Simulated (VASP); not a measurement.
Set up this calculation in VASP 6.6.1, as the native input.

```yaml
Task: single point
Functional: PBE
Dispersion: D3(BJ)
Potentials_or_basis: VASP PAW PBE potentials, release 64 (H)
Cutoff: 400 eV
k_mesh: 1 × 1 × 1
Occupations: fermi-dirac, width 0.02 eV
Spin: no spin polarisation
Dipole_correction: no
Further_INCAR_settings: ALGO = Normal; EDIFF = 1e-06; NBANDS = 30
```

The structure of H lies in POSCAR:

```
H
1.0
    7.3434200000      0.0000000000      0.0000000000
    0.0000000000      7.3434200000      0.0000000000
    0.0000000000      0.0000000000      7.3434200000
H
24
Direct
    0.3340395012      0.5470776470      0.3532051570
    0.2397465237      0.5073195781      0.3524499238
    0.5812743824      0.2335444455      0.5199815498
    0.5921088194      0.2385879805      0.4183783608
    0.3021084115      0.1198669036      0.7670293544
    0.3042302314      0.1004299033      0.6665762456
    0.8980246369      0.5421079969      0.6173306688
    0.9455312222      0.6093333297      0.6772935138
    0.8425235259      0.8265602492      0.0790326589
    0.8212381604      0.7895158183     -0.0139738989
    0.4254050985      0.5137021229      0.7668761892
    0.4290925860      0.4194335210      0.7277930221
    0.2013747202      0.6362357115      0.9962195769
    0.1839622399      0.6860345937      0.9087144012
    0.1778409975      0.7928806211      0.5161881036
    0.1042661962      0.8631919167      0.5265069347
    0.9659297744      0.1251499649      0.5065053748
    0.9415667527      0.1649577441      0.5974406395
    0.5763060478      0.7152634280      0.5402234745
    0.6292984768      0.7475874550      0.4588725423
    0.8730356172      0.1414781904      0.1833175611
    0.9422928047      0.1971741092      0.2341443488
    0.9456661391      0.2980116274      0.9255247866
    0.8890213337      0.2806052423      0.8421738108
```

These files were run (other wordings do the same):

INCAR

```
SYSTEM = H
  PREC = Accurate
  ENCUT = 400
  EDIFF = 1E-6
  ISMEAR = -1
  SIGMA = 0.02
  LREAL = .False.
  LASPH = .True.
  NELM = 120
  ALGO = Normal
  ISIF = 2
  LWAVE = .False.
  LCHARG = .False.
  GGA = PE
  IVDW = 12
  NBANDS = 30
  GGA_COMPAT = .False.
```

KPOINTS

```
Automatic mesh
0
Gamma
  1 1 1
  0 0 0
```

Potentials or basis: VASP PAW PBE potentials, release 64 (H).

The run is started by

```bash
$ cat potpaw_PBE.64/H/POTCAR > POTCAR
$ mpirun -np 1 vasp_gam > vasp.out
```

It gave:

```json
{"Pressure": "-0.4 GPa", "Largest force": "0.082 eV/Å", "Band gap on the k mesh": "8.80 eV", "Dispersion energy per atom": "-0.014 eV"}
```

Caveat: the k points lie up to 0.86 Å⁻¹ apart.

Run time: 12 s on 1 thread of Intel(R) Xeon(R) 6975P-C (Granite Rapids), on a shared host, peak memory 0.3 GiB.
